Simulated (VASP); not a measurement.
# FeNi2 (Fm-3m) in VASP: a series of runs, part 3 of 3

VASP 6.6.1. Earlier steps stand in the parts before.

### Step 5. Single point, PBE, collinear spin, ferromagnetic start

This run uses another cell than the first one, of 13.22 Å³/atom, 1.298 times its volume.

Input file INCAR:

```
SYSTEM = FeNi2
PREC = Accurate
ENCUT = 520
EDIFF = 1E-6
ISMEAR = 0
SIGMA = 0.1
LREAL = .False.
LASPH = .True.
NELM = 150
ALGO = Normal
ISIF = 2
LWAVE = .False.
LCHARG = .False.
ISPIN = 2
MAGMOM = 2.98 0.84 0.84
LORBIT = 11
LMAXMIX = 4
GGA = PE
NBANDS = 25
```

Input file KPOINTS:

```
regular mesh
0
Gamma
  14 14 14
  0 0 0
```

Input file POSCAR:

```
FeNi2
1.0
    0.0000000000      2.7069810076      2.7069810076
    2.7069810076      0.0000000000      2.7069810076
    2.7069810076      2.7069810076      0.0000000000
Fe Ni
1 2
Direct
    0.0000000000      0.0000000000      0.0000000000
    0.2500000000      0.2500000000      0.2500000000
    0.7500000000      0.7500000000      0.7500000000
```

Potentials or basis: VASP PAW PBE potentials, release 64 (Fe, Ni).

Run with:

```sh
$ cat potpaw_PBE.64/Fe/POTCAR potpaw_PBE.64/Ni/POTCAR > POTCAR
$ mpirun -np 1 vasp_std > vasp.out
```

OUTCAR:

```text
SYSTEM = FeNi2
   PREC = Accurate
   ENCUT = 520
   EDIFF = 1E-6
   ISMEAR = 0
   LREAL = .False.
   LASPH = .True.
   NELM = 150
   ISIF = 2
   ISPIN = 2
   LORBIT = 11
   GGA = PE

 ion  position               nearest neighbor table
   1  0.000  0.000  0.000-   3 2.34   3 2.34   3 2.34   2 2.34   3 2.34   2 2.34   2 2.34   2 2.34

   2  0.250  0.250  0.250-   1 2.34   1 2.34   1 2.34   1 2.34   3 2.71   3 2.71   3 2.71   3 2.71
                             3 2.71   3 2.71
   3  0.750  0.750  0.750-   1 2.34   1 2.34   1 2.34   1 2.34   2 2.71   2 2.71   2 2.71   2 2.71
                             2 2.71   2 2.71

  LATTYP: Found a face centered cubic cell.
 ALAT       =     5.4139620152

  Lattice vectors:

 A1 = (   0.0000000000,   2.7069810076,   2.7069810076)
 A2 = (   2.7069810076,   0.0000000000,   2.7069810076)
 A3 = (   2.7069810076,   2.7069810076,   0.0000000000)

Analysis of symmetry for initial positions (statically):
=====================================================================
 Subroutine PRICEL returns:
 Original cell was already a primitive cell.

 Routine SETGRP: Setting up the symmetry group for a
 face centered cubic supercell.

 Subroutine GETGRP returns: Found 48 space group operations
 (whereof 48 operations were pure point group operations)
 out of a pool of 48 trial point group operations.

The static configuration has the point symmetry O_h .

Analysis of symmetry for dynamics (positions and initial velocities):
=====================================================================
 Subroutine PRICEL returns:
 Original cell was already a primitive cell.

 Routine SETGRP: Setting up the symmetry group for a
 face centered cubic supercell.

 Subroutine GETGRP returns: Found 48 space group operations
 (whereof 48 operations were pure point group operations)
 out of a pool of 48 trial point group operations.

The dynamic configuration has the point symmetry O_h .

Analysis of structural, dynamic, and magnetic symmetry:
=====================================================================
 Subroutine PRICEL returns:
 Original cell was already a primitive cell.

 Routine SETGRP: Setting up the symmetry group for a
 face centered cubic supercell.

 Subroutine GETGRP returns: Found 48 space group operations
 (whereof 48 operations were pure point group operations)
 out of a pool of 48 trial point group operations.

The overall configuration has the point symmetry O_h .

 Subroutine INISYM returns: Found 48 space group operations
 (whereof 48 operations are pure point group operations),
 and found     1 'primitive' translations

----------------------------------------------------------------------------------------

                                     Primitive cell

  volume of cell :      39.6721

  direct lattice vectors                    reciprocal lattice vectors
     0.000000000  2.706981008  2.706981008    -0.184707613  0.184707613  0.184707613
     2.706981008  0.000000000  2.706981008     0.184707613 -0.184707613  0.184707613
     2.706981008  2.706981008  0.000000000     0.184707613  0.184707613 -0.184707613

  length of vectors
[... 73 lines left out ...]
   NGXF,Y,Z  is equivalent  to a cutoff of  24.32, 24.32, 24.32 a.u.
 SYSTEM =  FeNi2
   PREC   = accura    normal or accurate (medium, high low for compatibility)
   ISTART =      0    job   : 0-new  1-cont  2-samecut
   ICHARG =      2    charge: 1-file 2-atom 10-const
   ISPIN  =      2    spin polarized calculation?
   LNONCOLLINEAR =      F non collinear calculations
   LSORBIT =      F    spin-orbit coupling
   LASPH  =      T    aspherical Exc in radial PAW
   ENCUT  =  520.0 eV  38.22 Ry    6.18 a.u.   7.12  7.12  7.12*2*pi/ulx,y,z
   NELM   =    150;   NELMIN=  2; NELMDL= -5     # of ELM steps
   EDIFF  = 0.1E-05   stopping-criterion for ELM
   LREAL  =      F    real-space projection
   EDIFFG = 0.1E-04   stopping-criterion for IOM
   NSW    =      0    number of steps for IOM
   IBRION =     -1    ionic relax: 0-MD 1-quasi-New 2-CG
   NFREE  =      0    steps in history (QN), initial steepest desc. (CG)
   ISIF   =      2    stress and relaxation
   ISYM   =      2    0-nonsym 1-usesym 2-fastsym
   POTIM  = 0.5000    time-step for ionic-motion
   TEBEG  =    0.0;   TEEND  =   0.0 temperature during run
   PSTRESS=    0.0 pullay stress
   NELECT =      28.0000    total number of electrons
   NUPDOWN=      -1.0000    fix difference up-down
   EMIN   =  10.00;   EMAX   =-10.00  energy-range for DOS
   EFERMI =   0.00;   METHOD = LEGACY
   ISMEAR =     0;   SIGMA  =   0.10  broadening in eV -4-tet -1-fermi 0-gaus
   EFERMI_NEDOS =   21; number of points for ismear=-14 and -15
   IALGO  =     38    algorithm
   IMIX   =      4    mixing-type and parameters
     AMIX     =   0.40;   BMIX     =  1.00
     AMIX_MAG =   1.60;   BMIX_MAG =  1.00
  volume/ion in A,a.u.               =      13.22        89.24
  Fermi-wavevector in a.u.,A,eV,Ry     =   1.457580  2.754426 28.906101  2.124538
  Thomas-Fermi vector in A             =   2.574365
   LORBIT       =     11    0 simple, 1 ext, 2 COOP (PROOUT), +10 PAW based schemes
   GGA     = PE    functional components
   LHFCALC =     F    Hartree Fock is set to
   AEXX    =    0.0000 exact exchange contribution
   IVDW    =     0    specifies the selected vdW correction
   LEPSILON=     F    determine dielectric tensor
   LRPA    =     F    only Hartree local field effects (RPA)
 spin polarized calculation
 Gauss-broadening in eV      SIGMA  =   0.10
  energy-cutoff  :      520.00
  volume of cell :       39.67
 maximum number of plane-waves:      1090
   NGX = 15   NGY = 15   NGZ = 15

 number of electron      28.0000001 magnetization       4.1091154

 Free energy of the ion-electron system (eV)
  ---------------------------------------------------
  ext. energy  EPLUGINS =         0.00000000
  ---------------------------------------------------
  free energy    TOTEN  =       -18.05766827 eV

  energy without entropy =      -18.05057825  energy(sigma->0) =      -18.05412326

 E-fermi :   6.2859     XC(G=0): -12.0144

 val. band max:        6.2737425937   @ k =   0.0714   0.0714   0.0000
 cond. band min:       6.2899106881   @ k =  -0.3571   0.5000   0.1429
 fundamental gap:      0.0161680944
 Fermi energy:         6.2859170357

 spin component 1

 k-point     1 :       0.0000    0.0000    0.0000
  band No.  band energies     occupation
      1      -1.6086      1.00000
      2       1.9155      1.00000
      3       1.9155      1.00000
      4       2.8132      1.00000
      5       2.8132      1.00000
      6       2.8132      1.00000
[... 661 lines left out ...]
     24      19.3955      0.00000
     25      21.3535      0.00000

 [... further k-points ...]

 spin component 2

 k-point     1 :       0.0000    0.0000    0.0000
  band No.  band energies     occupation
      1      -1.5557      1.00000
      2       3.1696      1.00000
      3       3.1696      1.00000
      4       3.7191      1.00000
      5       3.7191      1.00000
      6       3.7191      1.00000
[... 661 lines left out ...]
     24      19.6129      0.00000
     25      21.5833      0.00000

 [... further k-points ...]
[... 5 lines left out ...]
  --------------------------------------------------------------------------------------
  -------------------------------------------------------------------------------------
  Total       -0.0109958     -0.0109958     -0.0109958     -0.0000000     -0.0000000     -0.0000000
  in kB       -0.4440696     -0.4440696     -0.4440696     -0.0000000     -0.0000000     -0.0000000
  external PRESSURE =      -0.4440696 kB  Pullay stress =       0.0000000 kB

 VOLUME and BASIS-vectors are now :
 -----------------------------------------------------------------------------
  energy-cutoff  :      520.00
  volume of cell :       39.67
      direct lattice vectors                 reciprocal lattice vectors
     0.000000000  2.706981008  2.706981008    -0.184707613  0.184707613  0.184707613
     2.706981008  0.000000000  2.706981008     0.184707613 -0.184707613  0.184707613
     2.706981008  2.706981008  0.000000000     0.184707613  0.184707613 -0.184707613

 POSITION                                       TOTAL-FORCE (eV/Angst)
 -----------------------------------------------------------------------------------
      0.00000      0.00000      0.00000         0.000000      0.000000      0.000000
      1.35349      1.35349      1.35349         0.000000     -0.000000     -0.000000
      4.06047      4.06047      4.06047        -0.000000     -0.000000     -0.000000
 -----------------------------------------------------------------------------------
    total drift:                                0.000000      0.000000      0.000000

  FREE ENERGIE OF THE ION-ELECTRON SYSTEM (eV)
  ---------------------------------------------------
  free  energy   TOTEN  =       -18.0576682722 eV

  energy  without entropy=      -18.0505782462  energy(sigma->0) =      -18.05412326

 total charge

# of ion       s       p       d       tot
------------------------------------------
    1        0.536   0.513   6.193   7.241
    2        0.514   0.413   8.316   9.244
    3        0.514   0.413   8.316   9.244
--------------------------------------------------
tot          1.564   1.338  22.826  25.728

 magnetization (x)

# of ion       s       p       d       tot
------------------------------------------
    1        0.005  -0.023   2.755   2.737
    2       -0.021  -0.040   0.766   0.705
    3       -0.021  -0.040   0.766   0.705
--------------------------------------------------
tot         -0.038  -0.102   4.288   4.148
```

stdout:

```text
POSCAR found type information on POSCAR FeNi
 POSCAR found :  2 types and       3 ions
 scaLAPACK will be used
 LDA part: xc-table for (Slater+PW92), standard interpolation
 POSCAR, INCAR and KPOINTS ok, starting setup
 FFT: planning ... GRIDC
 FFT: planning ... GRID_SOFT
 FFT: planning ... GRID
 WAVECAR not read
 entering main loop
```

Run time: 3.2 min. Hardware: 1 thread of Intel Xeon Platinum 8488C (Sapphire Rapids), shared host; peak memory 0.28 GiB.

Results:

| Item | Value |
| --- | --- |
| Free energy | -18.0577 eV |
| Pressure | 0.0 GPa |
| Net moment | 4.11 μB per cell |
| Site moments | Fe +2.74; Ni +0.70 μB |
| Valence electrons inside the program's atomic spheres | Fe 7.24; Ni 9.24 |

Levels at points of the mesh, in eV from the Fermi level:
Spin up:
```csv
k point,band 13,band 14,band 15,band 16,band 17,band 18,band 19,band 20
"(0.00, 0.00, 0.00)",-1.15,-1.06,-1.06,-1.06,8.51,8.51,8.51,10.21
"(0.50, 0.00, 0.00)",-1.46,-1.46,-0.89,-0.89,-0.01,6.73,6.73,9.13
"(0.50, 0.50, 0.00)",-1.18,-0.70,-0.70,-0.19,0.26,1.85,1.85,6.76
```
Spin down:
```
           k point  band 9  band 10  band 11  band 12  band 13  band 14  band 15  band 16
(0.00, 0.00, 0.00)   -1.83    -0.08    -0.08     0.02     0.02     0.02     1.19     1.19
(0.50, 0.00, 0.00)   -1.92    -1.30    -1.30    -1.14     0.58     0.58     1.08     1.08
(0.50, 0.50, 0.00)   -1.40    -0.72    -0.12     0.23     0.34     1.04     1.04     1.04
```

### Step 6. Relaxation of cell and atoms, PBE, collinear spin, ferromagnetic start

This run uses another cell than the first one, of 13.22 Å³/atom, 1.298 times its volume.

Input file INCAR:

```
SYSTEM = FeNi2
PREC = Accurate
ENCUT = 600
EDIFF = 1E-7
ISMEAR = 0
SIGMA = 0.1
LREAL = .FALSE.
LASPH = .TRUE.
NELM = 150
ALGO = Fast
ISIF = 3
LWAVE = .FALSE.
LCHARG = .FALSE.
ISPIN = 2
MAGMOM = 2.98 0.84 0.84
LORBIT = 11
LMAXMIX = 4
GGA = PE
IBRION = 2
NSW = 100
EDIFFG = -0.01
```

Input file KPOINTS:

```
regular mesh
0
G
  14 14 14
  0 0 0
```

Input file POSCAR:

```
FeNi2
1.0
    0.0000000000      2.7067593107      2.7067593107
    2.7067593107      0.0000000000      2.7067593107
    2.7067593107      2.7067593107      0.0000000000
Fe Ni
1 2
Direct
    0.0000000000      0.0000000000      0.0000000000
    0.2500000000      0.2500000000      0.2500000000
    0.7500000000      0.7500000000      0.7500000000
```

Potentials or basis: VASP PAW PBE potentials, release 64 (Fe, Ni).

Run with:

```sh
$ cat potpaw_PBE.64/Fe/POTCAR potpaw_PBE.64/Ni/POTCAR > POTCAR
$ mpirun -np 1 vasp_std > vasp.out
```

It took 5.9 min on 1 thread of AMD EPYC 7R13, shared host; peak memory 0.29 GiB.

It converged, with:

| Item | Value |
| --- | --- |
| Free energy | -18.0566 eV |
| Pressure after relaxing | -0.1 GPa |
| Net moment | 4.11 μB per cell |
| Site moments | Fe +2.74; Ni +0.70 μB |
| Valence electrons inside the program's atomic spheres | Fe 7.24; Ni 9.24 |

Final structure:
```
Fe Ni
1.0
     0.00000    2.70676    2.70676
     2.70676    0.00000    2.70676
     2.70676    2.70676    0.00000
Fe Ni
1 2
Direct
  0.00000 0.00000 0.00000
  0.25000 0.25000 0.25000
  0.75000 0.75000 0.75000
```

Levels at points of the mesh, in eV from the Fermi level:
Spin up:
```tsv
k point	band 13	band 14	band 15	band 16	band 17	band 18	band 19	band 20
(0.00, 0.00, 0.00)	-1.15	-1.06	-1.06	-1.06	8.51	8.51	8.51	10.21
(0.50, 0.00, 0.00)	-1.47	-1.47	-0.89	-0.89	-0.01	6.73	6.73	9.15
(0.50, 0.50, 0.00)	-1.18	-0.70	-0.70	-0.19	0.26	1.85	1.85	6.76
```
Spin down:
| k point | band 10 | band 11 | band 12 | band 13 | band 14 | band 15 |
| --- | --- | --- | --- | --- | --- | --- |
| (0.00, 0.00, 0.00) | -0.08 | -0.08 | 0.02 | 0.02 | 0.02 | 1.19 |
| (0.50, 0.00, 0.00) | -1.30 | -1.30 | -1.14 | 0.58 | 0.58 | 1.08 |
| (0.50, 0.50, 0.00) | -0.72 | -0.12 | 0.23 | 0.34 | 1.03 | 1.03 |

Caveat: the relaxation stopped at its first step, so nothing moved.

### Step 7. Overview

| task | cell | k mesh | cutoff (eV) | gap on the mesh (eV) | pressure (GPa) | moment (μB) |
| --- | --- | --- | --- | --- | --- | --- |
| single point | a = 3.510 Å, angles 60.0°, 3 atoms | 6 × 6 × 6 | 520 | none | 69.2 | 3.86 |
| single point | a = 3.828 Å, angles 60.0°, 3 atoms | 6 × 6 × 6 | 520 | none | 0.1 | 4.08 |
| relaxation of cell and atoms | relaxed from a = 3.510 Å, angles 60.0°, 3 atoms | 6 × 6 × 6 | 600 | none | -0.1 | 4.08 |
| single point | a = 3.828 Å, angles 60.0°, 3 atoms | 14 × 14 × 14 | 520 | none | 0.0 | 4.11 |
| relaxation of cell and atoms | relaxed from a = 3.828 Å, angles 60.0°, 3 atoms | 14 × 14 × 14 | 600 | none | -0.1 | 4.11 |

Alike in all rows: level PBE; potentials or basis VASP PAW PBE potentials, release 64 (Fe, Ni); spin collinear, ferromagnetic start; smearing gaussian 0.1 eV.

Caveats: some runs use coarse meshes; the volume moved by over 15 % at a fixed basis, so the end points are rough (some runs); the relaxation stopped at its first step, so nothing moved (some runs).

Total energies depend on the potentials used, so only differences within one code and one set of settings carry meaning.
